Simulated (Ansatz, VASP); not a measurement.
**Si2B3: VASP beside Ansatz**

INCAR

```
  ALGO = Normal
  EDIFF = 1E-7
  EDIFFG = -0.08
  ENCUT = 500
  GGA = PE
  GGA_COMPAT = False
  IBRION = 2
  ISIF = 3
  ISMEAR = 0
  LASPH = True
  LCHARG = False
  LREAL = False
  LWAVE = False
  NELM = 120
  NELMIN = 4
  NSW = 36
  PREC = Accurate
  SIGMA = 0.2
```

File KPOINTS:

```
k-points
0
Gamma
  3 3 5
```

File POSCAR:

```
Si2B3
1.0
    5.7700000000      0.0000000000      0.0000000000
    0.0000000000      5.7700000000      0.0000000000
    0.0000000000      0.0000000000      3.0700000000
Si B
4 6
Direct
    0.8190000000      0.3190000000      0.5000000000
    0.1810000000      0.6810000000      0.5000000000
    0.3190000000      0.1810000000      0.5000000000
    0.6810000000      0.8190000000      0.5000000000
    0.3890000000      0.8890000000      0.0000000000
    0.6110000000      0.1110000000      0.0000000000
    0.1110000000      0.3890000000      0.0000000000
    0.8890000000      0.6110000000      0.0000000000
    0.0000000000      0.0000000000      0.0000000000
    0.5000000000      0.5000000000      0.0000000000
```

Input for Ansatz:

```yaml
crystal:
  lattice:
    - [5.77, 0.0, 0.0]
    - [0.0, 5.77, 0.0]
    - [0.0, 0.0, 3.07]
  atoms:
    - { symbol: Si, position: [0.819, 0.319, 0.5] }
    - { symbol: Si, position: [0.181, 0.681, 0.5] }
    - { symbol: Si, position: [0.319, 0.181, 0.5] }
    - { symbol: Si, position: [0.681, 0.819, 0.5] }
    - { symbol: B, position: [0.389, 0.889, 0.0] }
    - { symbol: B, position: [0.611, 0.111, 0.0] }
    - { symbol: B, position: [0.111, 0.389, 0.0] }
    - { symbol: B, position: [0.889, 0.611, 0.0] }
    - { symbol: B, position: [0.0, 0.0, 0.0] }
    - { symbol: B, position: [0.5, 0.5, 0.0] }
basis:
  ecutwfc: 420
kpoints:
  mp_grid: { grid: [3, 3, 5] }
hamiltonian:
  xc: pbe
scf:
  occupations: { method: gaussian, width: 0.2 }
  lower_state_search: "off"
output:
  forces: true
  stress: true
  eigenvalues: true
relax:
  adjacent_minimum: "off"
  f_tol: 0.08
  max_steps: 16
  cell: { stress_tol: 0.8 }
```

Alike in both runs: task relaxation of cell and atoms; functional PBE; k mesh 3 × 3 × 5; occupations gaussian, width 0.2 eV; no spin polarisation.

|  | VASP | Ansatz |
| --- | --- | --- |
| version | VASP 6.6.1 | Ansatz 0.2.0 |
| potentials or method | VASP PAW PBE potentials, release 64 (Si, B), cutoff 500 eV | scalar-relativistic, plane waves, PAW |
| valence electrons in the cell | 34 | 34 |

VASP gave:

| Item | Value |
| --- | --- |
| gap on the k mesh at the Fermi level, each at its own relaxed structure (eV) | none |
| relaxed volume (Å³/atom) | 9.11 |
| relaxed cell length with the largest relative difference (Å) | 3.323 |

**Question.** Which values does Ansatz return?

**Answer.** gap on the k mesh at the Fermi level, each at its own relaxed structure (eV): none; relaxed volume (Å³/atom): 9.07; relaxed cell length with the largest relative difference (Å): 3.308.

A gap of «none» marks a metal or a gap that the smearing closes.

The k mesh is coarse, so the values compare programs but aren't converged.
